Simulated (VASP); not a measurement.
A run of VASP 6.6.1 is set up as follows.

File INCAR:

```
PREC = Accurate
ENCUT = 600
EDIFF = 1E-6
ISMEAR = 0
SIGMA = 0.02
LREAL = F
LASPH = T
NELM = 120
ALGO = Normal
ISIF = 2
LWAVE = F
LCHARG = F
GGA = PE
IVDW = 12
NBANDS = 24
GGA_COMPAT = F
```

The input KPOINTS:

```
regular mesh
0
Gamma
  8 8 8
```

POSCAR

```
CdF2
1.0
    0.0000000000      2.6086797945      2.6086797945
    2.6086797945      0.0000000000      2.6086797945
    2.6086797945      2.6086797945      0.0000000000
Cd F
1 2
Direct
    0.0000000000      0.0000000000      0.0000000000
    0.2500000000      0.2500000000      0.2500000000
    0.7500000000      0.7500000000      0.7500000000
```

Potentials or basis: VASP PAW PBE potentials, release 64 (Cd_sv_GW, F).

Command:

```bash
$ cat potpaw_PBE.64/Cd_sv_GW/POTCAR potpaw_PBE.64/F/POTCAR > POTCAR
$ mpirun -np 1 vasp_std > vasp.out
```

Question: What does it give for the band gap on the k mesh?

Answer: 3.44 eV (least direct gap 3.80 eV).

Question: Estimate the pressure.

Answer: 16.4 GPa.

Caveat: the cell stands under pressure. A k mesh can miss the band edges.
